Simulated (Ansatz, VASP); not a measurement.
## TiZn4N in VASP and in Ansatz

```xyz
6
Lattice="3.0364 0.0000 0.0000 -1.5182 2.6296 0.0000 0.0000 0.0000 11.1257" Properties=species:S:1:pos:R:3 pbc="T T T"
Ti    0.0000    0.0000    0.0344
Zn    0.0000    1.7531    6.7076
Zn    1.5182    0.8765    8.8356
Zn    0.0000    1.7531    2.7488
Zn    0.0000    0.0000    4.7379
N     1.5182    0.8765    0.8557
```

Alike in both runs: functional PBE; k mesh 6 × 6 × 2; occupations gaussian, width 0.2 eV; collinear spin.

Ansatz relaxed the structure, and its values are those at the end. VASP's run is a single point on that final structure, the one shown.

|  | VASP | Ansatz |
| --- | --- | --- |
| version | VASP 6.6.1 | Ansatz 0.2.0 |
| potentials or method | VASP PAW PBE potentials, release 64 (Ti_sv, Zn, N), cutoff 520 eV | scalar-relativistic, plane waves, PAW |
| valence electrons in the cell | 65 | 65 |

```tsv
	VASP	Ansatz	Ansatz less VASP
gap on the k mesh at the Fermi level (eV)	none	none	-
pressure (GPa)	0.6	0.3	-0.28
rms of the force components (eV/Å)	0.021	0.012	-0.0093
net moment per atom (μB)	0.00	0.00	0.000
```

A gap of «none» marks a metal or a gap that the smearing closes. Ansatz's warnings: seeded moment not kept.

The k mesh is coarse, so the values compare programs but aren't converged.
